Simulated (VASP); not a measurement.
A run of VASP 6.6.1 is set up as follows.

File INCAR:

```
PREC = Accurate
ENCUT = 520
EDIFF = 1E-7
ISMEAR = 0
SIGMA = 0.1
LREAL = False
LASPH = True
NELM = 60
ALGO = Normal
ISIF = 2
LWAVE = False
LCHARG = False
LDIPOL = True
IDIPOL = 3
DIPOL = 0.5 0.5 0.500
GGA = PE
IBRION = 2
NSW = 80
EDIFFG = -0.02
KPAR = 2
```

The input KPOINTS:

```
Automatic mesh
0
Gamma
  12 12 1
```

POSCAR

```
MoP
1.0
    3.2410431069      0.0000000000      0.0000000000
   -1.6205215534      2.8068256653      0.0000000000
    0.0000000000      0.0000000000     26.1832933161
P Mo
4 4
Direct
    0.3333333333      0.6666666667      0.2864421946
    0.3333333333      0.6666666667      0.4084752263
    0.3333333333      0.6666666667      0.5305082579
    0.3333333333      0.6666666667      0.6525412896
    0.0000000000      0.0000000000      0.3474587104
    0.0000000000      0.0000000000      0.4694917421
    0.0000000000      0.0000000000      0.5915247737
    0.0000000000      0.0000000000      0.7135578054
```

Potentials or basis: VASP PAW PBE potentials, release 64 (P, Mo_sv).

Run with:

```bash
$ cat potpaw_PBE.64/P/POTCAR potpaw_PBE.64/Mo_sv/POTCAR > POTCAR
$ mpirun -np 2 vasp_std > vasp.out
```

Problem. Estimate the band gap on the k mesh.

Solution. Zero (bands 38 and 39 overlap by 0.86 eV).

Problem. Predict the energy gained by relaxing.

Solution. 27.1 meV/atom.

Forces in eV/Å, atoms in the order of the input:
```
P    0.000  0.000 -0.014
P    0.000  0.000  0.014
P    0.000  0.000  0.000
P    0.000  0.000 -0.001
Mo   0.000  0.000  0.003
Mo   0.000  0.000 -0.003
Mo   0.000  0.000 -0.002
Mo   0.000  0.000  0.003
```
